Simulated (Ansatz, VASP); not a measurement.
# InSb3: VASP beside Ansatz

File INCAR:

```
PREC = Accurate
ENCUT = 520
EDIFF = 1E-6
ISMEAR = 0
SIGMA = 0.15
LREAL = False
LASPH = True
NELM = 100
ALGO = Normal
ISIF = 2
LWAVE = False
LCHARG = False
GGA = PE
NBANDS = 22
```

KPOINTS

```
Automatic mesh
0
Gamma
  10 10 10
```

Contents of POSCAR:

```
InSb3
1.0
    4.6321627508      0.0000000000      0.0000000000
    0.0000000000      4.6321627508      0.0000000000
    0.0000000000      0.0000000000      4.9216729228
In Sb
1 3
Direct
    0.0000000000      0.0000000000      0.0000000000
    0.5000000000      0.0000000000      0.5000000000
    0.0000000000      0.5000000000      0.5000000000
    0.5000000000      0.5000000000      0.0000000000
```

Input for Ansatz:

```yaml
crystal:
  lattice:
    - [4.6321627508, 0.0, 0.0]
    - [0.0, 4.6321627508, 0.0]
    - [0.0, 0.0, 4.9216729228]
  atoms:
    - { symbol: In, position: [0.0, 0.0, 0.0] }
    - { symbol: Sb, position: [0.5, 0.0, 0.5] }
    - { symbol: Sb, position: [0.0, 0.5, 0.5] }
    - { symbol: Sb, position: [0.5, 0.5, 0.0] }
basis:
  ecutwfc: 420
kpoints:
  mp_grid: { grid: [10, 10, 10] }
hamiltonian:
  xc: pbe
  pseudopotentials: { kind: paw, azcp: { folder: soft_1 } }
scf:
  occupations: { method: gaussian, width: 0.15 }
output:
  forces: true
  stress: true
  eigenvalues: true
```

Alike in both runs: task single point; functional PBE; k mesh 10 × 10 × 10; occupations gaussian, width 0.15 eV; no spin polarisation.

|  | VASP | Ansatz |
| --- | --- | --- |
| version | VASP 6.6.1 | Ansatz 0.2.0 |
| potentials or method | VASP PAW PBE potentials, release 64 (In_d, Sb), cutoff 520 eV | scalar-relativistic, plane waves, PAW |
| valence electrons in the cell | 28 | 58 |

VASP gave:

| Property | Result |
| --- | --- |
| gap on the k mesh at the Fermi level (eV) | none |
| pressure (GPa) | 3.1 |
| traceless stress, the component that is largest in VASP (GPa) | -0.15 |

Problem. Which values does Ansatz return?

Solution. gap on the k mesh at the Fermi level (eV): none; pressure (GPa): 3.2; traceless stress, the component that is largest in VASP (GPa): -0.15.

A gap of «none» marks a metal or a gap that the smearing closes. VASP's potentials hold 28 valence electrons a cell and Ansatz's 58, so a difference there can come from the potentials and not from the codes.

Neither program's run includes spin-orbit coupling.
